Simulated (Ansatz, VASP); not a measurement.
# Two plane-wave programs on Zn2CdO3

```
Zn Cd O
1.0
     5.49216    0.00000    0.00000
    -2.74608    4.75635    0.00000
     0.00000    0.00000    2.78070
Zn Cd O
2 1 3
Direct
  0.66667 0.33333 0.00000
  0.33333 0.66667 0.00000
  0.00000 0.00000 0.00000
  0.50000 0.00000 0.50000
  0.00000 0.50000 0.50000
  0.50000 0.50000 0.50000
```

Change from the starting cell: species swapped into the NdB2Rh3 type (P6/mmm, No. 191).

Alike in both runs: functional PBE; k mesh 6 × 6 × 6; occupations gaussian, width 0.1 eV; no spin polarisation.

Ansatz relaxed the structure, and its values are those at the end. VASP's run is a single point on that final structure, the one shown.

```csv
,VASP,Ansatz
version,VASP 6.6.1,Ansatz 0.2.0
potentials or method,"VASP PAW PBE potentials, release 64 (Zn, Cd_sv_GW, O), cutoff 600 eV","scalar-relativistic, plane waves, PAW"
valence electrons in the cell,62,62
```

VASP gave:

* gap on the k mesh at the Fermi level (eV): none
* pressure (GPa): 0.2

Which values does Ansatz return?

gap on the k mesh at the Fermi level (eV): none; pressure (GPa): 0.0.

A gap of «none» marks a metal or a gap that the smearing closes. The functional is the same, so the differences come from potentials, cutoffs and numerics.

The k mesh is coarse, so the values compare programs but aren't converged.
